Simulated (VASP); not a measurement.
**SrO: single point with PBE+D3(BJ)**

The system is SrO.

```
CELL_PARAMETERS angstrom
0.00000 2.57461 2.57461
2.57461 0.00000 2.57461
2.57461 2.57461 0.00000
ATOMIC_POSITIONS crystal
Sr 0.00000 0.00000 0.00000
O 0.50000 0.50000 0.50000
```

```json
{"Program": "VASP 6.6.1", "Task": "single point", "Functional": "PBE", "Dispersion": "D3(BJ)", "Potentials or basis": "VASP PAW PBE potentials, release 64 (Sr_sv, O)", "Cutoff": "600 eV", "k mesh": "8 × 8 × 8", "Occupations": "gaussian, width 0.02 eV", "Spin": "no spin polarisation"}
```

```yaml
Pressure: 0.5 GPa
Band_gap_on_the_k_mesh: 3.27 eV (least direct gap 3.36 eV)
Dispersion_energy_per_atom: -0.245 eV
```

Levels at points of the mesh, in eV from the valence-band top:
```csv
k point,band 4,band 5,band 6,band 7,band 8,band 9,band 10,band 11,band 12,band 13
"(0.00, 0.00, 0.00)",-14.05,-14.05,0.00,0.00,0.00,3.95,6.20,6.20,6.20,8.36
"(0.50, 0.00, 0.00)",-14.13,-12.86,-2.16,-1.13,-1.13,6.53,8.42,8.82,8.82,11.87
"(0.50, 0.50, 0.00)",-14.41,-14.41,-0.44,-0.09,-0.09,3.27,7.77,10.15,10.35,11.06
```

Run time: 8.7 s on 1 thread of AMD EPYC 9R45 96-Core Processor (Zen 5), with other jobs on the host, peak memory 0.16 GiB.

A k mesh can miss the band edges.
